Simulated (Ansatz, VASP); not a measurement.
## Si12O23 in VASP and in Ansatz

```
Si O
1.0
    -2.45095    4.24517    5.39880
     4.90190    0.00000    5.39880
     4.90190    8.49034    0.00000
Si O
12 23
Direct
  0.93188 0.39756 0.04039
  0.56434 0.10422 0.94537
  0.00481 0.99512 0.26689
  0.93215 0.36492 0.55880
  0.57721 0.09874 0.44590
  0.98633 0.04260 0.73547
  0.44514 0.89546 0.27725
  0.06797 0.57574 0.22752
  0.49930 0.49782 0.51363
  0.42802 0.91047 0.77357
  0.06534 0.61543 0.69834
  0.48952 0.50153 0.01919
  0.03541 0.16276 0.10648
  0.96906 0.54664 0.11376
  0.30513 0.57005 0.15449
  0.44793 0.32123 0.97960
  0.52803 0.92467 0.09747
  0.20249 0.92776 0.32951
  0.18811 0.96737 0.79501
  0.97395 0.54573 0.59970
  0.30550 0.59413 0.63095
  0.45259 0.31600 0.47829
  0.54133 0.92039 0.59831
  0.54849 0.66986 0.35871
  0.49918 0.06404 0.32197
  0.81489 0.09487 0.38627
  0.95808 0.79858 0.25410
  0.04140 0.39339 0.37949
  0.68887 0.41110 0.58671
  0.50791 0.68664 0.87013
  0.47718 0.07674 0.82361
  0.80338 0.09243 0.88057
  0.95901 0.85064 0.69705
  0.03032 0.46133 0.86278
  0.69210 0.42447 0.07599
```

Alike in both runs: functional PBE; k mesh 2 × 2 × 1; occupations gaussian, width 0.05 eV; no spin polarisation.

Ansatz relaxed the structure, and its values are those at the end. VASP's run is a single point on that final structure, the one shown.

```csv
,VASP,Ansatz
version,VASP 6.6.1,Ansatz 0.2.0
potentials or method,"VASP PAW PBE potentials, release 64 (Si, O), cutoff 520 eV","scalar-relativistic, plane waves, PAW"
valence electrons in the cell,186,186
```

|  | VASP | Ansatz | Ansatz less VASP |
| --- | --- | --- | --- |
| rms of the force components (eV/Å) | 0.011 | 0.004 | -0.0067 |

The k mesh is coarse, so the values compare programs but aren't converged.
